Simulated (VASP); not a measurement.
Input of a VASP 6.6.1 run:

The input INCAR:

```
SYSTEM = Si
  PREC = Accurate
  ENCUT = 520
  EDIFF = 1E-6
  ISMEAR = 0
  SIGMA = 0.05
  LREAL = .FALSE.
  LASPH = .TRUE.
  NELM = 100
  ALGO = Normal
  ISIF = 2
  LWAVE = .FALSE.
  LCHARG = .TRUE.
  GGA = PE
  LELF = .TRUE.
  LVHAR = .TRUE.
  NBANDS = 36
```

The input KPOINTS:

```
Automatic mesh
0
G
  5 7 3
  0 0 0
```

The input POSCAR:

```
Si
1.0
    5.4695214896      0.0000000000      0.0000000000
    0.0000000000      2.7347607448     -2.7347607448
    2.0510705586      8.5461273276      7.8624371414
Si
12
Direct
    0.4062562500     -0.0312479167      0.2499833333
   -0.1562437500      0.4479187500      0.4166500000
    0.2812562500     -0.0729145833      0.5833166667
   -0.2812437500      0.4062520833      0.7499833333
    0.1562562500     -0.1145812500      0.9166500000
   -0.0312437500      0.4895854167      0.0833166667
    0.5937562500     -0.0520812500      0.4166500000
    0.0312562500      0.4270854167      0.5833166667
    0.4687562500     -0.0937479167      0.7499833333
   -0.0937437500      0.3854187500      0.9166500000
    0.7187562500     -0.0104145833      0.0833166667
    0.1562562500      0.4687520833      0.2499833333
```

Potentials or basis: VASP PAW PBE potentials, release 64 (Si).

Run with:

```bash
$ cat potpaw_PBE.64/Si/POTCAR > POTCAR
$ mpirun -np 1 vasp_std > vasp.out
```

Task: Predict the largest force.

Result: 4.850 eV/Å.

Task: Predict the band gap on the k mesh.

Result: Zero (bands 24 and 25 overlap by 0.52 eV).

Task: Predict the pressure.

Result: 1.9 GPa.

Stress tensor (GPa, compression positive):
```
 2.74  1.13  1.26
 1.13  5.44  2.14
 1.26  2.14 -2.37
```

Caveat: semilocal functionals underestimate gaps, so a narrow gap can read as zero; forces of over 1 eV/Å act on the atoms, so gaps and moduli don't describe the material at rest.
